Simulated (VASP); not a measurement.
BN:

```
CELL_PARAMETERS angstrom
2.50021 0.00000 0.00000
-1.25011 2.16525 0.00000
0.00000 0.00000 6.50530
ATOMIC_POSITIONS crystal
B 0.00000 0.00000 0.50000
B 0.33333 0.66667 0.00000
N 0.00000 0.00000 0.00000
N 0.66667 0.33333 0.50000
```

Program: VASP 6.6.1. Alike in all runs: task single point; no spin polarisation; cell as given; k mesh 12 × 12 × 4; cutoff (eV) 520.

Question: Order these runs on this cell by their band gap on the k mesh, lowest first.
A. level r2SCAN; potentials or basis VASP PAW PBE potentials, release 64 (B, N); smearing gaussian 0.01 eV
B. level PBE; potentials or basis VASP PAW PBE potentials, release 64 (B, N); smearing fermi-dirac 0.02 eV
C. level LDA; potentials or basis VASP PAW LDA potentials, release 64 (B, N); smearing gaussian 0.01 eV

Answer: C (4.18 eV), B (4.35 eV), A (4.93 eV).

A k mesh can miss the band edges.
